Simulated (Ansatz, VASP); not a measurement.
# Two plane-wave programs on CoSn

File INCAR:

```
  ALGO = Fast
  EDIFF = 1E-6
  ENCUT = 520
  GGA = PE
  ISIF = 2
  ISMEAR = 0
  LASPH = T
  LCHARG = F
  LREAL = F
  LWAVE = F
  NBANDS = 44
  NELM = 60
  PREC = Accurate
  SIGMA = 0.15
```

Contents of KPOINTS:

```
k-points
0
Gamma
  12 12 12
```

The input POSCAR:

```
CoSn
1.0
    4.8728582061      0.0000000000      0.0000000000
   -2.4364291030      4.2200189955      0.0000000000
    0.0000000000      0.0000000000      3.8918646638
Co Sn
3 3
Direct
    0.0000000000      0.5000000000      0.0000000000
    0.5000000000      0.5000000000      0.0000000000
    0.5000000000      0.0000000000      0.0000000000
    0.6666666667      0.3333333333      0.5000000000
    0.3333333333      0.6666666667      0.5000000000
    0.0000000000      0.0000000000      0.0000000000
```

Input for Ansatz:

```yaml
crystal:
  lattice:
    - [4.8728582061, 0.0, 0.0]
    - [-2.436429103, 4.2200189955, 0.0]
    - [0.0, 0.0, 3.8918646638]
  atoms:
    - { symbol: Co, position: [0.0, 0.5, 0.0] }
    - { symbol: Co, position: [0.5, 0.5, 0.0] }
    - { symbol: Co, position: [0.5, 0.0, 0.0] }
    - { symbol: Sn, position: [0.6666666667, 0.3333333333, 0.5] }
    - { symbol: Sn, position: [0.3333333333, 0.6666666667, 0.5] }
    - { symbol: Sn, position: [0.0, 0.0, 0.0] }
basis:
  ecutwfc: 420
kpoints:
  mp_grid: { grid: [12, 12, 12] }
hamiltonian:
  xc: pbe
scf:
  occupations: { method: gaussian, width: 0.15 }
output:
  forces: true
  stress: true
  eigenvalues: true
```

Change from the starting cell: strain -0.080 along x and y, -0.080 along z, atoms carried along.

Alike in both runs: task single point; functional PBE; k mesh 12 × 12 × 12; occupations gaussian, width 0.15 eV; no spin polarisation.

|  | VASP | Ansatz |
| --- | --- | --- |
| version | VASP 6.6.1 | Ansatz 0.2.0 |
| potentials or method | VASP PAW PBE potentials, release 64 (Co, Sn_d), cutoff 520 eV | scalar-relativistic, plane waves, PAW |
| valence electrons in the cell | 69 | 93 |

```csv
,VASP,Ansatz,Ansatz less VASP
gap on the k mesh at the Fermi level (eV),none,none,-
pressure (GPa),58.1,58.2,+0.12
```

A gap of «none» marks a metal or a gap that the smearing closes. Both programs put the cell under a high pressure, so it lies far from rest at this level. The functional is the same, so the differences come from potentials, cutoffs and numerics. VASP's potentials hold 69 valence electrons a cell and Ansatz's 93, so a difference there can come from the potentials and not from the codes.
